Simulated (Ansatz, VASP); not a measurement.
# GePdF4 in VASP and in Ansatz

```xyz
6
Lattice="0.0000 3.2886 3.2886 3.2886 0.0000 3.2886 3.2886 3.2886 0.0000" Properties=species:S:1:pos:R:3 pbc="T T T"
Ge    0.0000    0.0000    0.0000
Pd    4.9329    4.9329    4.9329
F     2.4622    4.1151    4.1151
F     2.4622    2.4622    2.4622
F     4.1151    2.4622    4.1151
F     4.1151    4.1151    2.4622
```

Change from the starting cell: species swapped into the TbCu4Au type (F-43m, No. 216).

Alike in both runs: functional PBE; k mesh 10 × 10 × 10; occupations gaussian, width 0.1 eV; no spin polarisation.

Ansatz relaxed the structure, and its values are those at the end. VASP's run is a single point on that final structure, the one shown.

```csv
,VASP,Ansatz
version,VASP 6.6.1,Ansatz 0.2.0
potentials or method,"VASP PAW PBE potentials, release 64 (Ge_d, Pd, F), cutoff 520 eV","scalar-relativistic, plane waves, PAW"
valence electrons in the cell,52,60
```

```csv
,VASP,Ansatz,Ansatz less VASP
gap on the k mesh at the Fermi level (eV),none,none,-
pressure (GPa),-0.3,0.0,+0.27
```

A gap of «none» marks a metal or a gap that the smearing closes. VASP's potentials hold 52 valence electrons a cell and Ansatz's 60, so a difference there can come from the potentials and not from the codes.
